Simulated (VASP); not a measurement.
AgCl: single point with PBE

The system is AgCl.

```
Ag Cl
1.0
     0.00000    2.87941    2.87941
     2.87941    0.00000    2.87941
     2.87941    2.87941    0.00000
Ag Cl
1 1
Direct
  0.00000 0.00000 0.00000
  0.50000 0.50000 0.50000
```

```json
{"Program": "VASP 6.6.1", "Task": "single point", "Functional": "PBE", "Potentials or basis": "VASP PAW PBE potentials, release 64 (Ag, Cl)", "Cutoff": "500 eV", "k mesh": "4 × 4 × 4", "Occupations": "gaussian, width 0.1 eV", "Spin": "no spin polarisation", "Dipole correction": "no", "Further INCAR settings": "ALGO = Normal; EDIFF = 1e-06; NBANDS = 16"}
```

```json
{"Pressure": "-2.7 GPa", "Band gap on the k mesh": "0.96 eV, indirect (least direct gap 2.83 eV)"}
```

Levels at points of the mesh, in eV from the valence-band top:
| k point | band 5 | band 6 | band 7 | band 8 | band 9 | band 10 | band 11 | band 12 | band 13 | band 14 |
| --- | --- | --- | --- | --- | --- | --- | --- | --- | --- | --- |
| (0.00, 0.00, 0.00) | -2.01 | -2.01 | -1.87 | -1.87 | -1.87 | 0.96 | 10.89 | 10.89 | 10.89 | 12.52 |
| (0.50, 0.00, 0.00) | -1.77 | -1.77 | -1.51 | 0.00 | 0.00 | 4.52 | 5.95 | 7.85 | 7.85 | 13.17 |
| (0.50, 0.50, 0.00) | -2.28 | -1.87 | -1.68 | -1.68 | -1.66 | 2.54 | 8.18 | 8.29 | 10.95 | 10.95 |

It took 5.6 s on 1 thread of AMD EPYC 7R43 64-Core Processor (Zen 3), with other jobs on the host, peak memory 0.13 GiB.

Caveat: the k points lie up to 0.47 Å⁻¹ apart. A k mesh can miss the band edges.
